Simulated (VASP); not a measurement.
# Cu (P6_3/mmc) in VASP: notebook

Runs on Cu. Level: PBEsol. Tasks: single point.

Everything below comes from runs of VASP 6.6.1. Logs are shortened: lines on timing, memory, paths and dates and some standing lists are left out, and cuts for length are marked.

## Step 1: The cell of the first run

It takes space group P6_3/mmc (No. 194, hexagonal). The conventional cell has a = 2.458 Å, b = 2.458 Å, c = 4.117 Å, α = 90.00°, β = 90.00°, γ = 120.00°. Cu (site symmetry -6m2) has 12 Cu at 2.46 to 2.50 Å within 3.2 Å.

This isn't the form of Cu at room conditions, which is fcc.

## Step 2: Single point, PBEsol (strain -0.025 along x and y, +0.000 along z)

The input, INCAR:

```
SYSTEM = Cu
ALGO     = Fast           ! electronic algorithm
EDIFF    = 1E-6           ! SCF threshold, eV
ENCUT    = 520            ! plane-wave cutoff, eV
GGA      = PS             ! functional
ISIF     = 2              ! what is computed and relaxed
ISMEAR   = 0              ! smearing method
LASPH    = .True.         ! aspherical terms in the spheres
LCHARG   = .False.        ! write CHGCAR
LREAL    = .False.        ! projectors in reciprocal space
LWAVE    = .False.        ! write WAVECAR
NBANDS   = 18             ! bands
NELM     = 60             ! most SCF steps
PREC     = Accurate       ! precision mode
SIGMA    = 0.15           ! smearing width, eV
```

The input, KPOINTS:

```
k-points
0
Gamma
  30 30 14
  0 0 0
```

The input, POSCAR:

```
Cu
1.0
    2.4575762503      0.0000000000      0.0000000000
   -1.2287881252      2.1283234645      0.0000000000
    0.0000000000      0.0000000000      4.1165232698
Cu
2
Direct
    0.3333333333      0.6666666667      0.2500000000
    0.6666666667      0.3333333333      0.7500000000
```

Potentials or basis: VASP PAW PBE potentials, release 64 (Cu).

Launch:

```console
> cat potpaw_PBE.64/Cu/POTCAR > POTCAR
> mpirun -np 1 vasp_std > vasp.out
```

OUTCAR:

```text
SYSTEM = Cu
   EDIFF = 1E-6
   ENCUT = 520
   GGA = PS
   ISIF = 2
   ISMEAR = 0
   LASPH = .True.
   LREAL = .False.
   NELM = 60
   PREC = Accurate

 ion  position               nearest neighbor table
   1  0.333  0.667  0.250-   2 2.50   2 2.50   2 2.50   2 2.50   2 2.50   2 2.50
   2  0.667  0.333  0.750-   1 2.50   1 2.50   1 2.50   1 2.50   1 2.50   1 2.50

  LATTYP: Found a hexagonal cell.
 ALAT       =     2.4575762503
 C/A-ratio  =     1.6750337937

  Lattice vectors:

 A1 = (   2.4575762503,   0.0000000000,   0.0000000000)
 A2 = (  -1.2287881252,   2.1283234645,   0.0000000000)
 A3 = (   0.0000000000,   0.0000000000,   4.1165232698)

Analysis of symmetry for initial positions (statically):
=====================================================================
 Subroutine PRICEL returns:
 Original cell was already a primitive cell.

 Routine SETGRP: Setting up the symmetry group for a
 hexagonal supercell.

 Subroutine GETGRP returns: Found 24 space group operations
 (whereof 12 operations were pure point group operations)
 out of a pool of 24 trial point group operations.

The static configuration has the point symmetry D_3d.
 The point group associated with its full space group is D_6h.

Analysis of symmetry for dynamics (positions and initial velocities):
=====================================================================
 Subroutine PRICEL returns:
 Original cell was already a primitive cell.

 Routine SETGRP: Setting up the symmetry group for a
 hexagonal supercell.

 Subroutine GETGRP returns: Found 24 space group operations
 (whereof 12 operations were pure point group operations)
 out of a pool of 24 trial point group operations.

The dynamic configuration has the point symmetry D_3d.
 The point group associated with its full space group is D_6h.

 Subroutine INISYM returns: Found 24 space group operations
 (whereof 12 operations are pure point group operations),
 and found     1 'primitive' translations

----------------------------------------------------------------------------------------

                                     Primitive cell

  volume of cell :      21.5315

  direct lattice vectors                    reciprocal lattice vectors
     2.457576250  0.000000000  0.000000000     0.406904974  0.234926696  0.000000000
    -1.228788125  2.128323465  0.000000000     0.000000000  0.469853392  0.000000000
     0.000000000  0.000000000  4.116523270     0.000000000  0.000000000  0.242923442

  length of vectors
     2.457576250  2.457576250  4.116523270     0.469853392  0.469853392  0.242923442

[... 81 lines left out ...]
   LREAL  =      F    real-space projection
   EDIFFG = 0.1E-04   stopping-criterion for IOM
   NSW    =      0    number of steps for IOM
   IBRION =     -1    ionic relax: 0-MD 1-quasi-New 2-CG
   NFREE  =      0    steps in history (QN), initial steepest desc. (CG)
   ISIF   =      2    stress and relaxation
   ISYM   =      2    0-nonsym 1-usesym 2-fastsym
   POTIM  = 0.5000    time-step for ionic-motion
   TEBEG  =    0.0;   TEEND  =   0.0 temperature during run
   PSTRESS=    0.0 pullay stress
   NELECT =      22.0000    total number of electrons
   NUPDOWN=      -1.0000    fix difference up-down
   EMIN   =  10.00;   EMAX   =-10.00  energy-range for DOS
   EFERMI =   0.00;   METHOD = LEGACY
   ISMEAR =     0;   SIGMA  =   0.15  broadening in eV -4-tet -1-fermi 0-gaus
   EFERMI_NEDOS =   21; number of points for ismear=-14 and -15
   IALGO  =     68    algorithm
   IMIX   =      4    mixing-type and parameters
     AMIX     =   0.40;   BMIX     =  1.00
     AMIX_MAG =   1.60;   BMIX_MAG =  1.00
  volume/ion in A,a.u.               =      10.77        72.65
  Fermi-wavevector in a.u.,A,eV,Ry     =   1.648886  3.115943 36.991865  2.718825
  Thomas-Fermi vector in A             =   2.738099
   LORBIT       =      0    0 simple, 1 ext, 2 COOP (PROOUT), +10 PAW based schemes
   GGA     = PS    functional components
   LHFCALC =     F    Hartree Fock is set to
   AEXX    =    0.0000 exact exchange contribution
   IVDW    =     0    specifies the selected vdW correction
   LEPSILON=     F    determine dielectric tensor
   LRPA    =     F    only Hartree local field effects (RPA)
 non-spin polarized calculation
 RMM-DIIS sequential band-by-band and
 Gauss-broadening in eV      SIGMA  =   0.15
  energy-cutoff  :      520.00
  volume of cell :       21.53
 maximum number of plane-waves:       598
   NGX =  9   NGY =  9   NGZ = 15

 number of electron      21.9999968 magnetization

 Free energy of the ion-electron system (eV)
  ---------------------------------------------------
  ext. energy  EPLUGINS =         0.00000000
  ---------------------------------------------------
  free energy    TOTEN  =        -8.56169103 eV

  energy without entropy =       -8.55485730  energy(sigma->0) =       -8.55827417

 E-fermi :   8.5750     XC(G=0): -13.4575

 val. band max:        8.5670106355   @ k =   0.3667   0.1333   0.2857
 cond. band min:       8.5757384639   @ k =   0.2000   0.1000   0.2857
 fundamental gap:      0.0087278284
 Fermi energy:         8.5749634210

 k-point     1 :       0.0000    0.0000    0.0000
  band No.  band energies     occupation
      1      -1.5183      2.00000
      2       2.8965      2.00000
      3       5.1638      2.00000
      4       5.3323      2.00000
      5       5.3323      2.00000
      6       5.5522      2.00000
[... 481 lines left out ...]
      5       5.2227      2.00000
      6       5.5029      2.00000
[... 10 lines left out ...]
     17      27.0789      0.00000
     18      30.6717      0.00000

 [... further k-points ...]

------------------------ aborting loop because EDIFF is reached ----------------------------------------

  FORCE on cell =-STRESS in cart. coord.  units (eV):
  Direction    XX          YY          ZZ          XY          YZ          ZX
  --------------------------------------------------------------------------------------
  -------------------------------------------------------------------------------------
  Total        1.6370987      1.6370987      0.9523039     -0.0000000     -0.0000000      0.0000000
  in kB      121.8176536    121.8176536     70.8615943     -0.0000000     -0.0000000      0.0000000
  external PRESSURE =     104.8323005 kB  Pullay stress =       0.0000000 kB

 VOLUME and BASIS-vectors are now :
 -----------------------------------------------------------------------------
  energy-cutoff  :      520.00
  volume of cell :       21.53
      direct lattice vectors                 reciprocal lattice vectors
     2.457576250  0.000000000  0.000000000     0.406904974  0.234926696  0.000000000
    -1.228788125  2.128323465  0.000000000     0.000000000  0.469853392  0.000000000
     0.000000000  0.000000000  4.116523270     0.000000000  0.000000000  0.242923442

 POSITION                                       TOTAL-FORCE (eV/Angst)
 -----------------------------------------------------------------------------------
     -0.00000      1.41888      1.02913         0.000000     -0.000000      0.000000
      1.22879      0.70944      3.08739        -0.000000      0.000000      0.000000
 -----------------------------------------------------------------------------------
    total drift:                               -0.000000      0.000000     -0.000000

  FREE ENERGIE OF THE ION-ELECTRON SYSTEM (eV)
  ---------------------------------------------------
  free  energy   TOTEN  =        -8.5616910331 eV

  energy  without entropy=       -8.5548572971  energy(sigma->0) =       -8.55827417
```

OSZICAR:

```text
N       E                     dE             d eps       ncg     rms          rms(c)
DAV:   1     0.120365619498E+03    0.12037E+03   -0.10533E+04 28434   0.224E+03
DAV:   2    -0.453223938166E+01   -0.12490E+03   -0.11856E+03 26288   0.291E+02
DAV:   3    -0.107345055890E+02   -0.62023E+01   -0.59584E+01 29034   0.868E+01
DAV:   4    -0.107997958823E+02   -0.65290E-01   -0.65241E-01 30870   0.960E+00
DAV:   5    -0.108005964975E+02   -0.80062E-03   -0.80059E-03 31770   0.936E-01    0.120E+01
RMM:   6    -0.923948693346E+01    0.15611E+01   -0.11674E+01 30684   0.608E+01    0.607E+00
RMM:   7    -0.859376827580E+01    0.64572E+00   -0.18928E+00 30455   0.253E+01    0.161E+00
RMM:   8    -0.856536635133E+01    0.28402E-01   -0.82296E-02 32112   0.264E+00    0.480E-01
RMM:   9    -0.856130253489E+01    0.40638E-02   -0.22369E-02 31535   0.287E+00    0.835E-02
RMM:  10    -0.856167707575E+01   -0.37454E-03   -0.35552E-03 33429   0.579E-01    0.141E-02
RMM:  11    -0.856168858315E+01   -0.11507E-04   -0.40608E-04 33215   0.315E-01    0.259E-02
RMM:  12    -0.856168809059E+01    0.49256E-06   -0.11651E-04 34403   0.131E-01    0.109E-02
RMM:  13    -0.856169165940E+01   -0.35688E-05   -0.35110E-05 30698   0.565E-02    0.841E-03
RMM:  14    -0.856169103313E+01    0.62627E-06   -0.50471E-06 23681   0.243E-02
   1 F= -.85616910E+01 E0= -.85582742E+01  d E =-.683374E-02
```

Wall time 4.2 min (1 thread of Intel Xeon 8259CL, shared host); peak memory 0.33 GiB.

What came out:

| Quantity | Value |
| --- | --- |
| Free energy | -8.5617 eV |
| Pressure | 10.5 GPa |
| Band gap on the k mesh | zero (bands 11 and 12 overlap by 6.48 eV) |

Caveat: the cell differs from its parent crystal (strain -0.025 along x and y, +0.000 along z); the stress differs along the axes, from 7 to 12 GPa; the PAW data sets were made with another functional, which shifts forces and pressure a little.

(Continued in part 2 of 2.)

The gap in the log of VASP goes by the Fermi energy; the results here count the filled bands.